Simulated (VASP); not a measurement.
# KCl in VASP: further runs

KCl is run at these levels: PBE, PBEsol; tasks: single point.

Program: VASP 6.6.1. These are calculated values, not measurements. Logs are shortened: lines on timing, memory, paths and dates and some standing lists are left out, and cuts for length are marked.

## Step 1: The cell of the first run

It takes space group Pm-3m (No. 221, cubic). Conventional cell: a = 3.865 Å, b = 3.865 Å, c = 3.865 Å, α = 90.00°, β = 90.00°, γ = 90.00°. K (site symmetry m-3m) has 8 Cl at 3.35 Å and 6 K at 3.86 Å within 4.4 Å. Within 4.4 Å of Cl (site symmetry m-3m) lie 8 K at 3.35 Å and 6 Cl at 3.86 Å.

## Step 2: Single point, PBE (volume scaled by 1.02)

INCAR reads:

```
SYSTEM = KCl
PREC = Accurate
ENCUT = 520
EDIFF = 1E-6
ISMEAR = -1
SIGMA = 0.05
LREAL = .False.
LASPH = .True.
NELM = 80
ALGO = Normal
ISIF = 2
LWAVE = .False.
LCHARG = .False.
GGA = PE
NBANDS = 15
```

KPOINTS reads:

```
Automatic mesh
0
Gamma
  7 7 7
  0 0 0
```

POSCAR reads:

```
KCl
1.0
    3.8646218801      0.0000000000      0.0000000000
    0.0000000000      3.8646218801      0.0000000000
    0.0000000000      0.0000000000      3.8646218801
K Cl
1 1
Direct
    0.0000000000      0.0000000000      0.0000000000
    0.5000000000      0.5000000000      0.5000000000
```

Potentials or basis: VASP PAW PBE potentials, release 64 (K_sv, Cl).

On the command line:

```
cat potpaw_PBE.64/K_sv/POTCAR potpaw_PBE.64/Cl/POTCAR > POTCAR
mpirun -np 1 vasp_std > vasp.out
```

OUTCAR:

```text
SYSTEM = KCl
   PREC = Accurate
   ENCUT = 520
   EDIFF = 1E-6
   ISMEAR = -1
   LREAL = .False.
   LASPH = .True.
   NELM = 80
   ISIF = 2
   GGA = PE

 ion  position               nearest neighbor table
   1  0.000  0.000  0.000-
   2  0.500  0.500  0.500-

  LATTYP: Found a simple cubic cell.
 ALAT       =     3.8646218801

  Lattice vectors:

 A1 = (   3.8646218801,   0.0000000000,   0.0000000000)
 A2 = (   0.0000000000,   3.8646218801,   0.0000000000)
 A3 = (   0.0000000000,   0.0000000000,   3.8646218801)

Analysis of symmetry for initial positions (statically):
=====================================================================
 Subroutine PRICEL returns:
 Original cell was already a primitive cell.

 Routine SETGRP: Setting up the symmetry group for a
 simple cubic supercell.

 Subroutine GETGRP returns: Found 48 space group operations
 (whereof 48 operations were pure point group operations)
 out of a pool of 48 trial point group operations.

The static configuration has the point symmetry O_h .

Analysis of symmetry for dynamics (positions and initial velocities):
=====================================================================
 Subroutine PRICEL returns:
 Original cell was already a primitive cell.

 Routine SETGRP: Setting up the symmetry group for a
 simple cubic supercell.

 Subroutine GETGRP returns: Found 48 space group operations
 (whereof 48 operations were pure point group operations)
 out of a pool of 48 trial point group operations.

The dynamic configuration has the point symmetry O_h .

 Subroutine INISYM returns: Found 48 space group operations
 (whereof 48 operations are pure point group operations),
 and found     1 'primitive' translations

----------------------------------------------------------------------------------------

                                     Primitive cell

  volume of cell :      57.7193

  direct lattice vectors                    reciprocal lattice vectors
     3.864621880  0.000000000  0.000000000     0.258757527  0.000000000  0.000000000
     0.000000000  3.864621880  0.000000000     0.000000000  0.258757527  0.000000000
     0.000000000  0.000000000  3.864621880     0.000000000  0.000000000  0.258757527

  length of vectors
     3.864621880  3.864621880  3.864621880     0.258757527  0.258757527  0.258757527

  position of ions in fractional coordinates (direct lattice)
     0.000000000  0.000000000  0.000000000
     0.500000000  0.500000000  0.500000000

  ion indices of the primitive-cell ions
   primitive index   ion index
                 1           1
                 2           2

----------------------------------------------------------------------------------------

 KPOINTS: Automatic mesh

Automatic generation of k-mesh.
 Grid dimensions read from file:
 generate k-points for:    7    7    7

 Generating k-lattice:

  Cartesian coordinates                     Fractional coordinates (reciprocal lattice)
     0.036965361  0.000000000  0.000000000     0.142857143  0.000000000  0.000000000
     0.000000000  0.036965361  0.000000000     0.000000000  0.142857143  0.000000000
     0.000000000  0.000000000  0.036965361     0.000000000  0.000000000  0.142857143

  Length of vectors
     0.036965361  0.036965361  0.036965361

  Shift w.r.t. Gamma in fractional coordinates (k-lattice)
     0.000000000  0.000000000  0.000000000

 Subroutine IBZKPT returns following result:
 ===========================================

 Found     20 irreducible k-points:

 Following reciprocal coordinates:
            Coordinates               Weight
  0.000000  0.000000  0.000000      1.000000
  0.142857  0.000000  0.000000      6.000000
  0.285714  0.000000  0.000000      6.000000
  0.428571  0.000000  0.000000      6.000000
  0.142857  0.142857  0.000000     12.000000
  0.285714  0.142857  0.000000     24.000000
[... 12 lines left out ...]
  0.428571  0.428571  0.285714     24.000000
  0.428571  0.428571  0.428571      8.000000
   k-points           NKPTS =     20   k-points in BZ     NKDIM =     20   number of bands    NBANDS=     15
   number of dos      NEDOS =    301   number of ions     NIONS =      2
   total plane-waves  NPLWV =  27000
   dimension x,y,z NGX =    30 NGY =   30 NGZ =   30
   dimension x,y,z NGXF=    60 NGYF=   60 NGZF=   60
   ions per type =               1   1
   NGX,Y,Z   is equivalent  to a cutoff of  12.91, 12.91, 12.91 a.u.
   NGXF,Y,Z  is equivalent  to a cutoff of  25.81, 25.81, 25.81 a.u.
 SYSTEM =  KCl
   PREC   = accura    normal or accurate (medium, high low for compatibility)
   ISTART =      0    job   : 0-new  1-cont  2-samecut
   ICHARG =      2    charge: 1-file 2-atom 10-const
   ISPIN  =      1    spin polarized calculation?
   LNONCOLLINEAR =      F non collinear calculations
   LSORBIT =      F    spin-orbit coupling
   LASPH  =      T    aspherical Exc in radial PAW
   ENCUT  =  520.0 eV  38.22 Ry    6.18 a.u.   7.19  7.19  7.19*2*pi/ulx,y,z
   NELM   =     80;   NELMIN=  2; NELMDL= -5     # of ELM steps
   EDIFF  = 0.1E-05   stopping-criterion for ELM
   LREAL  =      F    real-space projection
   EDIFFG = 0.1E-04   stopping-criterion for IOM
   NSW    =      0    number of steps for IOM
   IBRION =     -1    ionic relax: 0-MD 1-quasi-New 2-CG
   NFREE  =      0    steps in history (QN), initial steepest desc. (CG)
   ISIF   =      2    stress and relaxation
   ISYM   =      2    0-nonsym 1-usesym 2-fastsym
   POTIM  = 0.5000    time-step for ionic-motion
   TEBEG  =    0.0;   TEEND  =   0.0 temperature during run
   PSTRESS=    0.0 pullay stress
   NELECT =      16.0000    total number of electrons
   NUPDOWN=      -1.0000    fix difference up-down
   EMIN   =  10.00;   EMAX   =-10.00  energy-range for DOS
   EFERMI =   0.00;   METHOD = LEGACY
   ISMEAR =    -1;   SIGMA  =   0.05  broadening in eV -4-tet -1-fermi 0-gaus
   EFERMI_NEDOS =   21; number of points for ismear=-14 and -15
   IALGO  =     38    algorithm
   IMIX   =      4    mixing-type and parameters
     AMIX     =   0.40;   BMIX     =  1.00
     AMIX_MAG =   1.60;   BMIX_MAG =  1.00
  volume/ion in A,a.u.               =      28.86       194.75
  Fermi-wavevector in a.u.,A,eV,Ry     =   1.067434  2.017158 15.502695  1.139416
  Thomas-Fermi vector in A             =   2.203051
   LORBIT       =      0    0 simple, 1 ext, 2 COOP (PROOUT), +10 PAW based schemes
   GGA     = PE    functional components
   LHFCALC =     F    Hartree Fock is set to
   AEXX    =    0.0000 exact exchange contribution
   IVDW    =     0    specifies the selected vdW correction
   LEPSILON=     F    determine dielectric tensor
   LRPA    =     F    only Hartree local field effects (RPA)
 non-spin polarized calculation
  energy-cutoff  :      520.00
  volume of cell :       57.72
 maximum number of plane-waves:      1571
 NGX is ok and might be reduce to    30
   NGX = 15   NGY = 15   NGZ = 15

 number of electron      16.0000006 magnetization

 Free energy of the ion-electron system (eV)
  ---------------------------------------------------
  ext. energy  EPLUGINS =         0.00000000
  ---------------------------------------------------
  free energy    TOTEN  =        -6.65412702 eV

  energy without entropy =       -6.65412702  energy(sigma->0) =       -6.65412702

 E-fermi :   0.1901     XC(G=0):  -7.9861

 val. band max:       -0.9481071338   @ k =   0.4286   0.4286   0.0000
 cond. band min:       3.7879583109   @ k =   0.0000   0.0000   0.0000
 fundamental gap:      4.7360654447
 Fermi energy:         0.1901236947

 k-point     1 :       0.0000    0.0000    0.0000
  band No.  band energies     occupation
      1     -29.0278      2.00000
      2     -13.4582      2.00000
      3     -12.4178      2.00000
      4     -12.4178      2.00000
      5     -12.4178      2.00000
      6      -1.1267      2.00000
      7      -1.1267      2.00000
      8      -1.1267      2.00000
      9       3.7880      0.00000
     10       5.6553      0.00000
     11       5.6553      0.00000
     12       9.6556      0.00000
     13       9.6556      0.00000
     14       9.6556      0.00000
     15      12.6121      0.00000

 k-point     2 :       0.1429    0.0000    0.0000
  band No.  band energies     occupation
      1     -29.0246      2.00000
      2     -13.4908      2.00000
      3     -12.4126      2.00000
      4     -12.4126      2.00000
      5     -12.3916      2.00000
      6      -1.4808      2.00000
      7      -1.1269      2.00000
      8      -1.1269      2.00000
      9       4.2429      0.00000
     10       5.8174      0.00000
     11       6.0393      0.00000
     12       9.5774      0.00000
     13       9.5774      0.00000
     14       9.7474      0.00000
     15      11.8881      0.00000

 k-point     3 :       0.2857    0.0000    0.0000
  band No.  band energies     occupation
      1     -29.0172      2.00000
      2     -13.5644      2.00000
      3     -12.4007      2.00000
      4     -12.4007      2.00000
      5     -12.3294      2.00000
      6      -2.1334      2.00000
      7      -1.1277      2.00000
      8      -1.1277      2.00000
      9       5.2679      0.00000
     10       6.2738      0.00000
     11       6.8702      0.00000
     12       9.4707      0.00000
     13       9.4707      0.00000
     14       9.9776      0.00000
     15      10.5196      0.00000
[... 271 lines left out ...]
 k-point    19 :       0.4286    0.4286    0.2857
  band No.  band energies     occupation
      1     -28.9864      2.00000
      2     -13.1672      2.00000
      3     -12.5854      2.00000
      4     -12.5619      2.00000
      5     -12.4995      2.00000
      6      -2.1126      2.00000
      7      -2.1063      2.00000
      8      -1.7527      2.00000
      9       6.6019      0.00000
     10       7.6365      0.00000
     11       7.7945      0.00000
     12       8.0926      0.00000
     13       9.1193      0.00000
     14       9.2173      0.00000
     15      11.3666      0.00000

 k-point    20 :       0.4286    0.4286    0.4286
  band No.  band energies     occupation
      1     -28.9811      2.00000
      2     -13.1047      2.00000
      3     -12.5695      2.00000
      4     -12.5695      2.00000
      5     -12.5680      2.00000
      6      -2.1383      2.00000
      7      -2.1383      2.00000
      8      -2.1082      2.00000
      9       7.4294      0.00000
     10       7.7316      0.00000
     11       7.7316      0.00000
     12       8.7565      0.00000
     13       8.8907      0.00000
     14       8.8907      0.00000
     15      11.3257      0.00000

------------------------ aborting loop because EDIFF is reached ----------------------------------------

  FORCE on cell =-STRESS in cart. coord.  units (eV):
  Direction    XX          YY          ZZ          XY          YZ          ZX
  --------------------------------------------------------------------------------------
  -------------------------------------------------------------------------------------
  Total       -0.1426105     -0.1426105     -0.1426105      0.0000000     -0.0000000     -0.0000000
  in kB       -3.9585941     -3.9585941     -3.9585941      0.0000000     -0.0000000     -0.0000000
  external PRESSURE =      -3.9585941 kB  Pullay stress =       0.0000000 kB

 VOLUME and BASIS-vectors are now :
 -----------------------------------------------------------------------------
  energy-cutoff  :      520.00
  volume of cell :       57.72
      direct lattice vectors                 reciprocal lattice vectors
     3.864621880  0.000000000  0.000000000     0.258757527  0.000000000  0.000000000
     0.000000000  3.864621880  0.000000000     0.000000000  0.258757527  0.000000000
     0.000000000  0.000000000  3.864621880     0.000000000  0.000000000  0.258757527

 POSITION                                       TOTAL-FORCE (eV/Angst)
 -----------------------------------------------------------------------------------
      0.00000      0.00000      0.00000         0.000000      0.000000      0.000000
      1.93231      1.93231      1.93231         0.000000      0.000000      0.000000
 -----------------------------------------------------------------------------------
    total drift:                                0.000000      0.000000     -0.000000

  FREE ENERGIE OF THE ION-ELECTRON SYSTEM (eV)
  ---------------------------------------------------
  free  energy   TOTEN  =        -6.6541270179 eV

  energy  without entropy=       -6.6541270179  energy(sigma->0) =       -6.65412702
```

Wall time 13 s (1 thread of AMD EPYC 7R13 (Zen 3), shared host); peak memory 0.14 GiB.

What came out:

```
Free energy            : -6.6541 eV
Pressure               : -0.4 GPa
Band gap on the k mesh : 4.74 eV, indirect (least direct gap 4.91 eV)
```

## Step 3: Single point, PBE (volume scaled by 1.04)

INCAR reads:

```
ALGO     = Normal         # electronic algorithm
EDIFF    = 1E-6           # SCF threshold, eV
ENCUT    = 520            # plane-wave cutoff, eV
GGA      = PE             # functional
ISIF     = 2              # what is computed and relaxed
ISMEAR   = -1             # smearing method
LASPH    = T              # aspherical terms in the spheres
LCHARG   = F              # write CHGCAR
LREAL    = F              # projectors in reciprocal space
LWAVE    = F              # write WAVECAR
NBANDS   = 15             # bands
NELM     = 60             # most SCF steps
PREC     = Accurate       # precision mode
SIGMA    = 0.05           # smearing width, eV
```

KPOINTS reads:

```
k-points
0
Gamma
  7 7 7
```

POSCAR reads:

```
KCl
1.0
    3.8897175305      0.0000000000      0.0000000000
    0.0000000000      3.8897175305      0.0000000000
    0.0000000000      0.0000000000      3.8897175305
K Cl
1 1
Direct
    0.0000000000      0.0000000000      0.0000000000
    0.5000000000      0.5000000000      0.5000000000
```

Potentials or basis: VASP PAW PBE potentials, release 64 (K_sv, Cl).

On the command line:

```
cat potpaw_PBE.64/K_sv/POTCAR potpaw_PBE.64/Cl/POTCAR > POTCAR
mpirun -np 1 vasp_std > vasp.out
```

Run time: 15 s. Hardware: 1 thread of AMD EPYC 7R13 (Zen 3), shared host; peak memory 0.14 GiB.

It converged, with:

| Item | Value |
| --- | --- |
| Free energy | -6.6506 eV |
| Pressure | -0.7 GPa |
| Band gap on the k mesh | 4.66 eV, indirect (least direct gap 4.83 eV) |

Levels at points of the mesh, in eV from the valence-band top:
| k point | band 4 | band 5 | band 6 | band 7 | band 8 | band 9 | band 10 | band 11 | band 12 | band 13 |
| --- | --- | --- | --- | --- | --- | --- | --- | --- | --- | --- |
| (0.00, 0.00, 0.00) | -11.51 | -11.51 | -0.18 | -0.18 | -0.18 | 4.66 | 6.61 | 6.61 | 10.55 | 10.55 |

 A k mesh can miss the band edges.

## Step 4: Single point, PBE (volume scaled by 1.06)

INCAR reads:

```
SYSTEM = KCl
PREC = Accurate ; ENCUT = 520
EDIFF = 1E-7 ; ISMEAR = -1
SIGMA = 0.05 ; LREAL = .False.
LASPH = .True. ; NELM = 80
ALGO = Normal ; ISIF = 2
LWAVE = .False. ; LCHARG = .True.
GGA = PE ; LELF = .True.
LVHAR = .True. ; NBANDS = 15
```

KPOINTS reads:

```
regular mesh
0
Gamma
  7 7 7
  0 0 0
```

POSCAR reads:

```
KCl
1.0
    3.9144934694      0.0000000000      0.0000000000
    0.0000000000      3.9144934694      0.0000000000
    0.0000000000      0.0000000000      3.9144934694
K Cl
1 1
Direct
    0.0000000000      0.0000000000      0.0000000000
    0.5000000000      0.5000000000      0.5000000000
```

On the command line:

```
cat potpaw_PBE.64/K_sv/POTCAR potpaw_PBE.64/Cl/POTCAR > POTCAR
mpirun -np 1 vasp_std > vasp.out
```

It took 17 s on 1 thread of AMD EPYC 7R13 (Zen 3), shared host; peak memory 0.14 GiB.

The run converged. Its results:

```yaml
Free_energy: -6.6449 eV
Pressure: -1.0 GPa
Band_gap_on_the_k_mesh: 4.58 eV, indirect (least direct gap 4.76 eV)
```

Levels at points of the mesh, in eV from the valence-band top:
```csv
k point,band 4,band 5,band 6,band 7,band 8,band 9,band 10,band 11,band 12,band 13
"(0.00, 0.00, 0.00)",-11.55,-11.55,-0.17,-0.17,-0.17,4.58,6.62,6.62,10.49,10.49
```

 A k mesh can miss the band edges.

## Step 5: Single point, PBE (atoms moved at random)

INCAR reads:

```
ALGO = Normal ; EDIFF = 1E-7
ENCUT = 520 ; GGA = PE
ISIF = 2 ; ISMEAR = -1
LASPH = T ; LCHARG = F
LREAL = F ; LWAVE = F
NBANDS = 15 ; NELM = 100
PREC = Accurate ; SIGMA = 0.05
```

KPOINTS reads:

```
k-points
0
Gamma
  7 7 7
```

POSCAR reads:

```
KCl
1.0
    3.8391960000      0.0000000000      0.0000000000
    0.0000000000      3.8391960000      0.0000000000
    0.0000000000      0.0000000000      3.8391960000
K Cl
1 1
Direct
   -0.0100110000      0.0056320000      0.0082010000
    0.4917290000      0.4977670000      0.5006290000
```

On the command line:

```
cat potpaw_PBE.64/K_sv/POTCAR potpaw_PBE.64/Cl/POTCAR > POTCAR
mpirun -np 1 vasp_std > vasp.out
```

Run time: 3.1 min. Hardware: 1 thread of AMD EPYC 7R13 (Zen 3), shared host; peak memory 0.23 GiB.

It converged, with:

- Free energy: -6.6547 eV
- Pressure: 0.0 GPa
- Largest force: 0.027 eV/Å
- Band gap on the k mesh: 4.82 eV, indirect (least direct gap 5.00 eV)

Forces in eV/Å, atoms in the order of the input:
```
K    0.004 -0.019 -0.019
Cl  -0.004  0.019  0.019
```

Levels at points of the mesh, in eV from the valence-band top:
```
           k point  band 4  band 5  band 6  band 7  band 8  band 9  band 10  band 11  band 12  band 13
(0.00, 0.00, 0.00)  -11.43  -11.43   -0.18   -0.18   -0.18    4.82     6.59     6.59    10.66    10.66
```

Caveat: the cell differs from its parent crystal (atoms moved at random). A k mesh can miss the band edges.

(Part 1 of 2 ends here.)
